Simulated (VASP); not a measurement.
# AlB17N18 (a cell with a defect) in VASP: single point with PBE

Aim: the single point of AlB17N18 (a cell with a defect) with PBE.

All numbers are computed with VASP 6.6.1; they aren't measurements. Logs are shortened: lines on timing, memory, paths and dates and some standing lists are left out, and cuts for length are marked.

### 1 The cell of the first run

The cell holds a defect, 36 atoms: a = 7.620 Å, b = 7.620 Å, c = 6.598 Å, α = 90.00°, β = 90.00°, γ = 120.00°.

### 2 Single point, PBE

File INCAR:

```
SYSTEM = AlB17N18
  PREC = Accurate
  ENCUT = 520
  EDIFF = 1E-7
  ISMEAR = -1
  SIGMA = 0.01
  LREAL = Auto
  LASPH = .True.
  NELM = 100
  ALGO = Normal
  ISIF = 2
  LWAVE = .False.
  LCHARG = .False.
  GGA = PE
  NBANDS = 96
```

File KPOINTS:

```
Automatic mesh
0
Gamma
  4 4 4
  0 0 0
```

File POSCAR:

```
AlB17N18
1.0
    7.6200000000      0.0000000000      0.0000000000
   -3.8100000000      6.5991135768      0.0000000000
    0.0000000000      0.0000000000      6.5980000000
Al B N
1 17 18
Direct
    0.1111111111      0.2222222222      0.2500000000
    0.1125999818      0.5631768560      0.2500000000
    0.1125999818      0.8827564591      0.2500000000
    0.4505768742      0.2207333515      0.2500000000
    0.4505768742      0.5631768560      0.2500000000
    0.4444444444      0.8888888889      0.2500000000
    0.7701564773      0.2207333515      0.2500000000
    0.7777777778      0.5555555556      0.2500000000
    0.7701564773      0.8827564591      0.2500000000
    0.2228144298      0.1105189035      0.7500000000
    0.2228144298      0.4456288597      0.7500000000
    0.2223756266      0.7778544800      0.7500000000
    0.5554788534      0.1109577067      0.7500000000
    0.5557186354      0.4445259844      0.7500000000
    0.5554788534      0.7778544800      0.7500000000
    0.8877044736      0.1105189035      0.7500000000
    0.8888073490      0.4445259844      0.7500000000
    0.8888073490      0.7776146979      0.7500000000
    0.1111111111      0.2222222222      0.7500000000
    0.1111144471      0.5556290767      0.7500000000
    0.1111144471      0.8888187038      0.7500000000
    0.4445146296      0.2222188862      0.7500000000
    0.4445146296      0.5556290767      0.7500000000
    0.4444444444      0.8888888889      0.7500000000
    0.7777042567      0.2222188862      0.7500000000
    0.7777777778      0.5555555556      0.7500000000
    0.7777042567      0.8888187038      0.7500000000
    0.2381859057      0.0951474276      0.2500000000
    0.2381859057      0.4763718115      0.2500000000
    0.2230666745      0.7782000039      0.2500000000
    0.5551333294      0.1102666588      0.2500000000
    0.5559288730      0.4446311032      0.2500000000
    0.5551333294      0.7782000039      0.2500000000
    0.8569615219      0.0951474276      0.2500000000
    0.8887022301      0.4446311032      0.2500000000
    0.8887022301      0.7774044603      0.2500000000
```

Potentials or basis: VASP PAW PBE potentials, release 64 (Al, B, N).

Command:

```console
$ cat potpaw_PBE.64/Al/POTCAR potpaw_PBE.64/B/POTCAR potpaw_PBE.64/N/POTCAR > POTCAR
$ mpirun -np 1 vasp_std > vasp.out
```

OUTCAR:

```text
SYSTEM = AlB17N18
   PREC = Accurate
   ENCUT = 520
   EDIFF = 1E-7
   ISMEAR = -1
   LREAL = Auto
   LASPH = .True.
   NELM = 100
   ISIF = 2
   GGA = PE

 ion  position               nearest neighbor table
   1  0.111  0.222  0.250-  28 1.68  34 1.68  29 1.68   2 2.59   5 2.59   9 2.59   3 2.59   7 2.59
                             4 2.59
   2  0.113  0.563  0.250-  29 1.41  30 1.42  35 1.48   1 2.59
   3  0.113  0.883  0.250-  28 1.41  30 1.42  36 1.48   1 2.59
   4  0.451  0.221  0.250-  28 1.41  31 1.42  32 1.48   1 2.59
   5  0.451  0.563  0.250-  29 1.41  33 1.42  32 1.48   1 2.59
   6  0.444  0.889  0.250-  31 1.46  30 1.46  33 1.46
   7  0.770  0.221  0.250-  34 1.41  31 1.42  35 1.48   1 2.59
   8  0.778  0.556  0.250-  36 1.46  35 1.46  32 1.46
   9  0.770  0.883  0.250-  34 1.41  33 1.42  36 1.48   1 2.59
  10  0.223  0.111  0.750-  21 1.46  22 1.46  19 1.47
  11  0.223  0.446  0.750-  20 1.46  23 1.46  19 1.47
  12  0.222  0.778  0.750-  24 1.47  20 1.47  21 1.47
  13  0.555  0.111  0.750-  24 1.47  22 1.47  25 1.47
  14  0.556  0.445  0.750-  26 1.47  23 1.47  22 1.47
  15  0.555  0.778  0.750-  24 1.47  23 1.47  27 1.47
[... 19 lines left out ...]
  35  0.889  0.445  0.250-   8 1.46   7 1.48   2 1.48
  36  0.889  0.777  0.250-   8 1.46   9 1.48   3 1.48

  LATTYP: Found a hexagonal cell.
 ALAT       =     7.6200000000
 C/A-ratio  =     0.8658792651

  Lattice vectors:

 A1 = (   7.6200000000,   0.0000000000,   0.0000000000)
 A2 = (  -3.8100000000,   6.5991135768,   0.0000000000)
 A3 = (   0.0000000000,   0.0000000000,   6.5980000000)

Analysis of symmetry for initial positions (statically):
=====================================================================
 Subroutine PRICEL returns:
 Original cell was already a primitive cell.

 Routine SETGRP: Setting up the symmetry group for a
 hexagonal supercell.

 Subroutine GETGRP returns: Found 12 space group operations
 (whereof  2 operations were pure point group operations)
 out of a pool of 24 trial point group operations.

The static configuration has the point symmetry C_1h.
 The point group associated with its full space group is D_3h.

Analysis of symmetry for dynamics (positions and initial velocities):
=====================================================================
 Subroutine PRICEL returns:
 Original cell was already a primitive cell.

 Routine SETGRP: Setting up the symmetry group for a
 hexagonal supercell.

 Subroutine GETGRP returns: Found 12 space group operations
 (whereof  2 operations were pure point group operations)
 out of a pool of 24 trial point group operations.
[... 163 lines left out ...]
   ISIF   =      2    stress and relaxation
   ISYM   =      2    0-nonsym 1-usesym 2-fastsym
   POTIM  = 0.5000    time-step for ionic-motion
   TEBEG  =    0.0;   TEEND  =   0.0 temperature during run
   PSTRESS=    0.0 pullay stress
   NELECT =     144.0000    total number of electrons
   NUPDOWN=      -1.0000    fix difference up-down
   EMIN   =  10.00;   EMAX   =-10.00  energy-range for DOS
   EFERMI =   0.00;   METHOD = LEGACY
   ISMEAR =    -1;   SIGMA  =   0.01  broadening in eV -4-tet -1-fermi 0-gaus
   EFERMI_NEDOS =   21; number of points for ismear=-14 and -15
   IALGO  =     38    algorithm
   IMIX   =      4    mixing-type and parameters
     AMIX     =   0.40;   BMIX     =  1.00
     AMIX_MAG =   1.60;   BMIX_MAG =  1.00
  volume/ion in A,a.u.               =       9.22        62.19
  Fermi-wavevector in a.u.,A,eV,Ry     =   1.239495  2.342305 20.903274  1.536347
  Thomas-Fermi vector in A             =   2.373976
   LORBIT       =      0    0 simple, 1 ext, 2 COOP (PROOUT), +10 PAW based schemes
   GGA     = PE    functional components
   LHFCALC =     F    Hartree Fock is set to
   AEXX    =    0.0000 exact exchange contribution
   IVDW    =     0    specifies the selected vdW correction
   LEPSILON=     F    determine dielectric tensor
   LRPA    =     F    only Hartree local field effects (RPA)
 non-spin polarized calculation
  energy-cutoff  :      520.00
  volume of cell :      331.78
 maximum number of plane-waves:      8972
 NGX is ok and might be reduce to    60
   NGX = 29   NGY = 29   NGZ = 25

 number of electron     143.9999995 magnetization

 Free energy of the ion-electron system (eV)
  ---------------------------------------------------
  ext. energy  EPLUGINS =         0.00000000
  ---------------------------------------------------
  free energy    TOTEN  =      -310.09117305 eV

  energy without entropy =     -310.09117305  energy(sigma->0) =     -310.09117305

 E-fermi :   2.8127     XC(G=0): -10.0706

 val. band max:        2.5284680589   @ k =   0.0000   0.0000   0.5000
 cond. band min:       6.6404597615   @ k =   0.5000   0.0000   0.0000
 fundamental gap:      4.1119917026
 Fermi energy:         2.8126664904

 k-point     1 :       0.0000    0.0000    0.0000
  band No.  band energies     occupation
      1     -15.1842      2.00000
      2     -14.8237      2.00000
      3     -13.3535      2.00000
      4     -13.3535      2.00000
      5     -13.2940      2.00000
      6     -13.2623      2.00000
[... 1033 lines left out ...]
     83       9.1370      0.00000
     84       9.4165      0.00000
 [bands above 84 left out]

------------------------ aborting loop because EDIFF is reached ----------------------------------------

  FORCE on cell =-STRESS in cart. coord.  units (eV):
  Direction    XX          YY          ZZ          XY          YZ          ZX
  --------------------------------------------------------------------------------------
  -------------------------------------------------------------------------------------
  Total        8.4787681      8.4787681      5.5219311     -0.0000000     -0.0000000      0.0000000
  in kB       40.9440174     40.9440174     26.6654354     -0.0000000     -0.0000000      0.0000000
  external PRESSURE =      36.1844901 kB  Pullay stress =       0.0000000 kB

 VOLUME and BASIS-vectors are now :
 -----------------------------------------------------------------------------
  energy-cutoff  :      520.00
  volume of cell :      331.78
      direct lattice vectors                 reciprocal lattice vectors
     7.620000000  0.000000000  0.000000000     0.131233596  0.075767752  0.000000000
    -3.810000000  6.599113577  0.000000000     0.000000000  0.151535504  0.000000000
     0.000000000  0.000000000  6.598000000     0.000000000  0.000000000  0.151561079

 POSITION                                       TOTAL-FORCE (eV/Angst)
 -----------------------------------------------------------------------------------
      0.00000      1.46647      1.64950         0.000000     -0.000000     -0.000000
     -1.28769      3.71647      1.64950         0.004876     -0.006342      0.000000
     -2.50529      5.82541      1.64950        -0.003054      0.007394     -0.000000
      2.59240      1.45664      1.64950        -0.007930     -0.001052     -0.000000
      1.28769      3.71647      1.64950        -0.004876     -0.006342      0.000000
     -0.00000      5.86588      1.64950         0.000000     -0.000000     -0.000000
[... 28 lines left out ...]
      5.07787      2.93417      1.64950         0.001169     -0.000675     -0.000000
      3.81000      5.13018      1.64950         0.000000      0.001350      0.000000
 -----------------------------------------------------------------------------------
    total drift:                                0.000003     -0.000003      0.000000

  FREE ENERGIE OF THE ION-ELECTRON SYSTEM (eV)
  ---------------------------------------------------
  free  energy   TOTEN  =      -310.0911730503 eV

  energy  without entropy=     -310.0911730503  energy(sigma->0) =     -310.09117305
```

stdout:

```text
POSCAR found type information on POSCAR AlB N
 POSCAR found :  3 types and      36 ions
 scaLAPACK will be used
 LDA part: xc-table for (Slater+PW92), standard interpolation
 POSCAR, INCAR and KPOINTS ok, starting setup
 FFT: planning ... GRIDC
 FFT: planning ... GRID_SOFT
 FFT: planning ... GRID
 WAVECAR not read
 entering main loop
```

Wall time 7.9 min (1 thread of AMD EPYC 9R45 (Zen 5), shared host); peak memory 0.53 GiB.

Results:

```
Free energy            : -310.0912 eV
Pressure               : 3.6 GPa
Largest force          : 0.032 eV/Å
Band gap on the k mesh : 4.11 eV
```

Forces on the atoms (eV/Å):
```
Al   0.000  0.000  0.000
B    0.005 -0.006  0.000
B   -0.003  0.007  0.000
B   -0.008 -0.001  0.000
B   -0.005 -0.006  0.000
B    0.000  0.000  0.000
B    0.008 -0.001  0.000
B    0.000  0.000  0.000
B    0.003  0.007  0.000
B   -0.001  0.000  0.000
B    0.000 -0.001  0.000
B   -0.001 -0.001  0.000
B    0.000  0.002  0.000
B    0.000  0.000  0.000
B    0.001 -0.001  0.000
B    0.001  0.000  0.000
B    0.000  0.000  0.000
B    0.000 -0.001  0.000
N    0.000  0.000  0.000
N   -0.001 -0.001  0.000
N   -0.001  0.000  0.000
N    0.000  0.001  0.000
N    0.001 -0.001  0.000
N    0.000  0.000  0.000
N    0.000  0.001  0.000
N    0.000  0.000  0.000
N    0.001  0.000  0.000
N    0.027 -0.016  0.000
N    0.000  0.032  0.000
N   -0.001 -0.001  0.000
N    0.000  0.001  0.000
N   -0.001 -0.001  0.000
N    0.001 -0.001  0.000
N   -0.027 -0.016  0.000
N    0.001 -0.001  0.000
N    0.000  0.001  0.000
```

Stress tensor (GPa, compression positive):
```
4.09 0.00 0.00
0.00 4.09 0.00
0.00 0.00 2.67
```
